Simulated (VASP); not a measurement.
# FeS2 (Pa-3) in VASP: electric field gradients with LDA

Aim: the electric field gradients of FeS2 with LDA.

All numbers are computed with VASP 6.6.1; they aren't measurements. Logs are shortened: lines on timing, memory, paths and dates and some standing lists are left out, and cuts for length are marked.

## (1) The cell of the first run

Symmetry: Pa-3, No. 205, cubic system. Conventional cell: a = 5.418 Å, b = 5.418 Å, c = 5.418 Å, α = 90.00°, β = 90.00°, γ = 90.00°. Fe (site symmetry -3) has 6 S at 2.26 Å within 3.0 Å. Within 2.9 Å of S (site symmetry 3) lie 1 S at 2.20 Å and 3 Fe at 2.26 Å.

## (2) Electric field gradients, LDA, collinear spin, ferromagnetic start

INCAR

```
SYSTEM = FeS2
ALGO = Normal ; EDIFF = 1E-8
ENCUT = 520 ; GGA = CA
GGA_COMPAT = .False. ; ISIF = 2
ISMEAR = -1 ; ISPIN = 2
KPAR = 4 ; LASPH = .True.
LCHARG = .False. ; LEFG = .True.
LMAXMIX = 4 ; LORBIT = 11
LREAL = .False. ; LWAVE = .False.
MAGMOM = 3 3 3 3 0 0 0 0 0 0 0 0 ; NBANDS = 56
NELM = 200 ; PREC = Accurate
SIGMA = 0.05
```

KPOINTS

```
k-points
0
Gamma
  8 8 8
  0 0 0
```

POSCAR

```
FeS2
1.0
    5.4179000000      0.0000000000      0.0000000000
    0.0000000000      5.4179000000      0.0000000000
    0.0000000000      0.0000000000      5.4179000000
Fe S
4 8
Direct
    0.0000000000      0.0000000000      0.0000000000
    0.5000000000      0.0000000000      0.5000000000
    0.5000000000      0.5000000000      0.0000000000
    0.0000000000      0.5000000000      0.5000000000
    0.3827476170      0.3827476170      0.3827476170
    0.1172523830      0.6172523830      0.8827476170
    0.8827476170      0.1172523830      0.6172523830
    0.6172523830      0.8827476170      0.1172523830
    0.6172523830      0.6172523830      0.6172523830
    0.8827476170      0.3827476170      0.1172523830
    0.1172523830      0.8827476170      0.3827476170
    0.3827476170      0.1172523830      0.8827476170
```

Potentials or basis: VASP PAW LDA potentials, release 64 (Fe, S).

The run is started by

```bash
$ cat potpaw_LDA.64/Fe/POTCAR potpaw_LDA.64/S/POTCAR > POTCAR
$ mpirun -np 4 vasp_std > vasp.out
```

OUTCAR:

```text
SYSTEM = FeS2
   EDIFF = 1E-8
   ENCUT = 520
   GGA = CA
   ISIF = 2
   ISMEAR = -1
   ISPIN = 2
   LASPH = .True.
   LORBIT = 11
   LREAL = .False.
   NELM = 200
   PREC = Accurate

 ion  position               nearest neighbor table
   1  0.000  0.000  0.000-   6 2.26   7 2.26   8 2.26  10 2.26  11 2.26  12 2.26
   2  0.500  0.000  0.500-   5 2.26   7 2.26   8 2.26   9 2.26  11 2.26  12 2.26
   3  0.500  0.500  0.000-   5 2.26   6 2.26   8 2.26   9 2.26  10 2.26  12 2.26
   4  0.000  0.500  0.500-   5 2.26   6 2.26   7 2.26   9 2.26  10 2.26  11 2.26
   5  0.383  0.383  0.383-   9 2.20   3 2.26   4 2.26   2 2.26
   6  0.117  0.617  0.883-  10 2.20   3 2.26   4 2.26   1 2.26
   7  0.883  0.117  0.617-  11 2.20   2 2.26   4 2.26   1 2.26
   8  0.617  0.883  0.117-  12 2.20   2 2.26   3 2.26   1 2.26
   9  0.617  0.617  0.617-   5 2.20   3 2.26   4 2.26   2 2.26
  10  0.883  0.383  0.117-   6 2.20   3 2.26   4 2.26   1 2.26
  11  0.117  0.883  0.383-   7 2.20   2 2.26   4 2.26   1 2.26
  12  0.383  0.117  0.883-   8 2.20   2 2.26   3 2.26   1 2.26

  LATTYP: Found a simple cubic cell.
 ALAT       =     5.4179000000

  Lattice vectors:

 A1 = (   5.4179000000,   0.0000000000,   0.0000000000)
 A2 = (   0.0000000000,   5.4179000000,   0.0000000000)
 A3 = (   0.0000000000,   0.0000000000,   5.4179000000)

Analysis of symmetry for initial positions (statically):
=====================================================================
 Subroutine PRICEL returns:
 Original cell was already a primitive cell.

 Routine SETGRP: Setting up the symmetry group for a
 simple cubic supercell.

 Subroutine GETGRP returns: Found 24 space group operations
 (whereof  6 operations were pure point group operations)
 out of a pool of 48 trial point group operations.

The static configuration has the point symmetry S_6 .
 The point group associated with its full space group is T_h .

Analysis of symmetry for dynamics (positions and initial velocities):
=====================================================================
 Subroutine PRICEL returns:
 Original cell was already a primitive cell.

 Routine SETGRP: Setting up the symmetry group for a
 simple cubic supercell.

 Subroutine GETGRP returns: Found 24 space group operations
 (whereof  6 operations were pure point group operations)
 out of a pool of 48 trial point group operations.

The dynamic configuration has the point symmetry S_6 .
 The point group associated with its full space group is T_h .

Analysis of structural, dynamic, and magnetic symmetry:
=====================================================================
 Subroutine PRICEL returns:
 Original cell was already a primitive cell.

 Routine SETGRP: Setting up the symmetry group for a
 simple cubic supercell.

 Subroutine GETGRP returns: Found 24 space group operations
 (whereof  6 operations were pure point group operations)
 out of a pool of 48 trial point group operations.

The overall configuration has the point symmetry S_6 .
 The point group associated with its full space group is T_h .

 Subroutine INISYM returns: Found 24 space group operations
 (whereof  6 operations are pure point group operations),
 and found     1 'primitive' translations

----------------------------------------------------------------------------------------

                                     Primitive cell

  volume of cell :     159.0351

  direct lattice vectors                    reciprocal lattice vectors
     5.417900000  0.000000000  0.000000000     0.184573359  0.000000000  0.000000000
     0.000000000  5.417900000  0.000000000     0.000000000  0.184573359  0.000000000
     0.000000000  0.000000000  5.417900000     0.000000000  0.000000000  0.184573359

  length of vectors
[... 1488 lines left out ...]
      3      -6.7513      1.00000
      4      -6.7513      1.00000
      5      -4.5765      1.00000
      6      -4.5765      1.00000
[... 1309 lines left out ...]
     51      10.9654      0.00000
     52      11.1470      0.00000

 [... further k-points ...]

 [bands above 52 left out]

------------------------ aborting loop because EDIFF is reached ----------------------------------------

  FORCE on cell =-STRESS in cart. coord.  units (eV):
  Direction    XX          YY          ZZ          XY          YZ          ZX
  --------------------------------------------------------------------------------------
  -------------------------------------------------------------------------------------
  Total      -11.9044916    -11.9044916    -11.9044916     -0.0000000      0.0000000      0.0000000
  in kB     -119.9301787   -119.9301787   -119.9301787     -0.0000000      0.0000000      0.0000000
  external PRESSURE =    -119.9301787 kB  Pullay stress =       0.0000000 kB

 VOLUME and BASIS-vectors are now :
 -----------------------------------------------------------------------------
  energy-cutoff  :      520.00
  volume of cell :      159.04
      direct lattice vectors                 reciprocal lattice vectors
     5.417900000  0.000000000  0.000000000     0.184573359  0.000000000  0.000000000
     0.000000000  5.417900000  0.000000000     0.000000000  0.184573359  0.000000000
     0.000000000  0.000000000  5.417900000     0.000000000  0.000000000  0.184573359

 POSITION                                       TOTAL-FORCE (eV/Angst)
 -----------------------------------------------------------------------------------
      0.00000      0.00000      0.00000         0.000000     -0.000000      0.000000
      2.70895      0.00000      2.70895         0.000000     -0.000000      0.000000
      2.70895      2.70895      0.00000         0.000000     -0.000000      0.000000
      0.00000      2.70895      2.70895         0.000000     -0.000000      0.000000
      2.07369      2.07369      2.07369        -0.045435     -0.045435     -0.045435
      0.63526      3.34421      4.78264         0.045435      0.045435     -0.045435
      4.78264      0.63526      3.34421        -0.045435      0.045435      0.045435
      3.34421      4.78264      0.63526         0.045435     -0.045435      0.045435
      3.34421      3.34421      3.34421         0.045435      0.045435      0.045435
      4.78264      2.07369      0.63526        -0.045435     -0.045435      0.045435
      0.63526      4.78264      2.07369         0.045435     -0.045435     -0.045435
      2.07369      0.63526      4.78264        -0.045435      0.045435     -0.045435
 -----------------------------------------------------------------------------------
    total drift:                               -0.000000      0.000000     -0.000000

  FREE ENERGIE OF THE ION-ELECTRON SYSTEM (eV)
  ---------------------------------------------------
  free  energy   TOTEN  =       -83.6960077103 eV

  energy  without entropy=      -83.6951717609  energy(sigma->0) =      -83.69558974

 Electric field gradients (V/A^2)
---------------------------------------------------------------------
 ion       V_xx      V_yy      V_zz      V_xy      V_xz      V_yz
---------------------------------------------------------------------
   1       0.000     0.000     0.000   -17.141   -17.141   -17.141
   2       0.000     0.000     0.000   -17.141    17.141    17.141
   3      -0.000     0.000     0.000    17.141    17.141   -17.141
   4      -0.000     0.000     0.000    17.141   -17.141    17.141
   5      -0.000     0.000    -0.000    69.085    69.085    69.085
   6      -0.000    -0.000    -0.000    69.085   -69.085   -69.085
   7      -0.000     0.000    -0.000   -69.085   -69.085    69.085
   8      -0.000    -0.000    -0.000   -69.085    69.085   -69.085
   9      -0.000    -0.000    -0.000    69.085    69.085    69.085
  10      -0.000    -0.000    -0.000    69.085   -69.085   -69.085
  11      -0.000    -0.000    -0.000   -69.085   -69.085    69.085
  12      -0.000    -0.000    -0.000   -69.085    69.085   -69.085
---------------------------------------------------------------------

 Electric field gradients after diagonalization (V/A^2)
 (convention: |V_zz| > |V_xx| > |V_yy|)
----------------------------------------------------------------------
 ion       V_xx      V_yy      V_zz     asymmetry (V_yy - V_xx)/ V_zz
----------------------------------------------------------------------
   1      17.141    17.141   -34.282       0.000
   2      17.141    17.141   -34.282       0.000
   3      17.141    17.141   -34.282       0.000
   4      17.141    17.141   -34.282       0.000
   5     -69.085   -69.085   138.169       0.000
   6     -69.085   -69.085   138.169       0.000
   7     -69.085   -69.085   138.169       0.000
   8     -69.085   -69.085   138.169       0.000
   9     -69.085   -69.085   138.169       0.000
  10     -69.085   -69.085   138.169       0.000
  11     -69.085   -69.085   138.169       0.000
  12     -69.085   -69.085   138.169       0.000
----------------------------------------------------------------------

           NMR quadrupolar parameters

 Cq : quadrupolar parameter    Cq=e*Q*V_zz/h
 eta: asymmetry parameters     (V_yy - V_xx)/ V_zz
 Q  : nuclear electric quadrupole moment in mb (millibarn)
----------------------------------------------------------------------
 ion       Cq(MHz)       eta       Q (mb)
----------------------------------------------------------------------
   1      -0.083       0.000       1.000
   2      -0.083       0.000       1.000
   3      -0.083       0.000       1.000
   4      -0.083       0.000       1.000
   5       0.334       0.000       1.000
   6       0.334       0.000       1.000
   7       0.334       0.000       1.000
   8       0.334       0.000       1.000
   9       0.334       0.000       1.000
  10       0.334       0.000       1.000
  11       0.334       0.000       1.000
  12       0.334       0.000       1.000
----------------------------------------------------------------------

 total charge

# of ion       s       p       d       tot
------------------------------------------
    1        0.428   0.631   6.516   7.575
    2        0.428   0.631   6.516   7.575
    3        0.428   0.631   6.516   7.575
    4        0.428   0.631   6.516   7.575
    5        1.347   2.275   0.000   3.622
    6        1.347   2.275   0.000   3.622
    7        1.347   2.275   0.000   3.622
    8        1.347   2.275   0.000   3.622
    9        1.347   2.275   0.000   3.622
   10        1.347   2.275   0.000   3.622
   11        1.347   2.275   0.000   3.622
   12        1.347   2.275   0.000   3.622
--------------------------------------------------
tot         12.492  20.723  26.065  59.280

 magnetization (x)

# of ion       s       p       d       tot
------------------------------------------
    1       -0.000  -0.000  -0.000  -0.000
    2       -0.000  -0.000  -0.000  -0.000
    3       -0.000  -0.000  -0.000  -0.000
    4       -0.000  -0.000  -0.000  -0.000
    5        0.000   0.000   0.000   0.000
    6        0.000   0.000   0.000   0.000
    7        0.000   0.000   0.000   0.000
    8        0.000   0.000   0.000   0.000
    9        0.000   0.000   0.000   0.000
   10        0.000   0.000   0.000   0.000
   11        0.000   0.000   0.000   0.000
   12        0.000   0.000   0.000   0.000
--------------------------------------------------
tot         -0.000   0.000  -0.000   0.000
```

Run time: 4.4 min. Hardware: 4 MPI ranks of Intel Xeon Platinum 8488C (Sapphire Rapids), shared host; peak memory 0.59 GiB.

What came out:

| Quantity | Value |
| --- | --- |
| Free energy | -83.6960 eV |
| Pressure | -12.0 GPa |
| Largest force | 0.079 eV/Å |
| Band gap on the k mesh | 0.38 eV (least direct gap 0.42 eV) |
| Net moment | 0.00 μB per cell |
| Largest electric field gradient by atom | Fe -34.3; S +138.2 V/Å² |
| Valence electrons inside the program's atomic spheres | Fe 7.58; S 3.62 |

Forces in eV/Å, atoms in the order of the input:
```
Fe   0.000  0.000  0.000
Fe   0.000  0.000  0.000
Fe   0.000  0.000  0.000
Fe   0.000  0.000  0.000
S   -0.045 -0.045 -0.045
S    0.045  0.045 -0.045
S   -0.045  0.045  0.045
S    0.045 -0.045  0.045
S    0.045  0.045  0.045
S   -0.045 -0.045  0.045
S    0.045 -0.045 -0.045
S   -0.045  0.045 -0.045
```

Levels at points of the mesh, in eV from the valence-band top:
Spin up:
| k point | band 36 | band 37 | band 38 | band 39 | band 40 | band 41 | band 42 | band 43 | band 44 | band 45 |
| --- | --- | --- | --- | --- | --- | --- | --- | --- | --- | --- |
| (0.00, 0.00, 0.00) | -0.34 | -0.33 | -0.33 | -0.33 | -0.04 | 0.38 | 1.43 | 1.43 | 1.43 | 2.96 |
| (0.50, 0.00, 0.00) | -0.39 | -0.14 | -0.14 | -0.01 | -0.01 | 1.46 | 1.46 | 1.60 | 1.60 | 2.30 |
| (0.50, 0.50, 0.00) | -0.40 | -0.13 | -0.13 | -0.13 | -0.13 | 1.75 | 1.75 | 1.75 | 1.75 | 1.84 |
| (0.50, 0.50, 0.50) | -1.06 | -0.36 | -0.36 | -0.36 | -0.36 | 1.33 | 1.33 | 1.33 | 1.33 | 2.44 |
Spin down:
| k point | band 37 | band 38 | band 39 | band 40 | band 41 | band 42 | band 43 | band 44 |
| --- | --- | --- | --- | --- | --- | --- | --- | --- |
| (0.00, 0.00, 0.00) | -0.33 | -0.33 | -0.33 | -0.04 | 0.38 | 1.43 | 1.43 | 1.43 |
| (0.50, 0.00, 0.00) | -0.14 | -0.14 | -0.01 | -0.01 | 1.46 | 1.46 | 1.60 | 1.60 |
| (0.50, 0.50, 0.00) | -0.13 | -0.13 | -0.13 | -0.13 | 1.75 | 1.75 | 1.75 | 1.75 |
| (0.50, 0.50, 0.50) | -0.36 | -0.36 | -0.36 | -0.36 | 1.33 | 1.33 | 1.33 | 1.33 |

Electric field gradients, principal values (V/Å²):
```tsv
atom	least	middle	greatest (by size)
1 Fe	17.141	17.141	-34.282
2 Fe	17.141	17.141	-34.282
3 Fe	17.141	17.141	-34.282
4 Fe	17.141	17.141	-34.282
5 S	-69.085	-69.085	138.169
6 S	-69.085	-69.085	138.169
7 S	-69.085	-69.085	138.169
8 S	-69.085	-69.085	138.169
9 S	-69.085	-69.085	138.169
10 S	-69.085	-69.085	138.169
11 S	-69.085	-69.085	138.169
12 S	-69.085	-69.085	138.169
```

Caveat: the cell stands under tension; without QUAD_EFG the Cq values of the log hold for a quadrupole moment of 1 mb, not for the nuclei. A k mesh can miss the band edges.
